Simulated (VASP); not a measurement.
Fe4CoCu11: single point with PBE

The system is Fe4CoCu11.

```
CELL_PARAMETERS angstrom
5.23104 -0.01068 0.01110
-0.01068 7.06035 0.00457
0.01110 0.00457 5.18675
ATOMIC_POSITIONS crystal
Fe 0.99108 0.99767 0.00880
Fe 0.75170 0.25169 0.25032
Fe 0.51231 0.50553 0.49190
Fe 0.75170 0.75160 0.75032
Co 0.75174 0.75157 0.25031
Cu 0.49655 0.00060 0.00129
Cu 0.00090 0.50180 0.00162
Cu 0.00175 0.00257 0.50400
Cu 0.25170 0.25158 0.25036
Cu 0.50167 0.50063 0.99667
Cu 0.50267 0.00145 0.49904
Cu 0.00706 0.50269 0.49937
Cu 0.25181 0.75164 0.25034
Cu 0.25170 0.25159 0.75037
Cu 0.75172 0.25165 0.75035
Cu 0.25174 0.75163 0.75033
```

```
Program                : VASP 6.6.1
Task                   : single point
Functional             : PBE
Potentials or basis    : VASP PAW PBE potentials, release 64 (Fe, Co, Cu)
Cutoff                 : 520 eV
k mesh                 : 2 × 2 × 2, shifted
Occupations            : gaussian, width 0.1 eV
Spin                   : collinear spin, ferromagnetic start
Starting moments       : [4.0, 4.0, 4.0, 4.0, 3.0, 0.0, 0.0, 0.0, 0.0, 0.0, 0.0, 0.0, 0.0, 0.0, 0.0, 0.0] μB
Dipole correction      : no
Further INCAR settings : LREAL = Auto; ALGO = Normal; EDIFF = 1e-06; NBANDS = 99; ISYM = 0
```

```
Pressure                                              : 0.4 GPa
Largest force                                         : 0.041 eV/Å
Net moment                                            : 14.00 μB per cell
Site moments                                          : Fe +2.83, +2.82, +2.84 (each value once); Co +1.75; Cu +0.10, +0.07, +0.08 (each value once) μB
Valence electrons inside the program's atomic spheres : Fe 7.04, 7.05 (each value once); Co 8.12; Cu 10.03, 10.01, 10.02, 9.99 (each value once)
```

Forces on the atoms (eV/Å):
```
Fe  -0.032 -0.014  0.013
Fe   0.002 -0.001  0.002
Fe   0.035  0.014 -0.014
Fe   0.002  0.001  0.000
Co   0.001  0.002  0.001
Cu   0.008 -0.003  0.003
Cu   0.000  0.003  0.003
Cu   0.003 -0.002 -0.004
Cu   0.000  0.000  0.000
Cu  -0.003  0.003  0.004
Cu  -0.002 -0.003 -0.003
Cu  -0.010  0.002 -0.002
Cu  -0.002  0.000  0.000
Cu   0.000 -0.001 -0.001
Cu   0.000 -0.001 -0.001
Cu  -0.001  0.001  0.001
```

Stress tensor (GPa, compression positive):
```
 0.47 -0.03  0.02
-0.03  0.36 -0.02
 0.02 -0.02  0.51
```

Levels at points of the mesh, in eV from the Fermi level:
Spin up:
| k point | band 84 | band 85 | band 86 | band 87 | band 88 | band 89 | band 90 | band 91 | band 92 | band 93 |
| --- | --- | --- | --- | --- | --- | --- | --- | --- | --- | --- |
| (0.25, 0.25, 0.25) | -1.10 | -0.82 | -0.73 | -0.49 | -0.40 | 1.19 | 1.23 | 1.62 | 2.58 | 2.69 |
Spin down:
```tsv
k point	band 71	band 72	band 73	band 74	band 75	band 76	band 77	band 78
(0.25, 0.25, 0.25)	-0.40	-0.27	-0.21	-0.09	0.02	0.14	0.18	0.45
```

Run time: 8.5 min on 1 thread of Intel(R) Xeon(R) 6975P-C (Granite Rapids) (shared host), peak memory 0.4 GiB.

Caveat: the k points lie up to 0.61 Å⁻¹ apart.
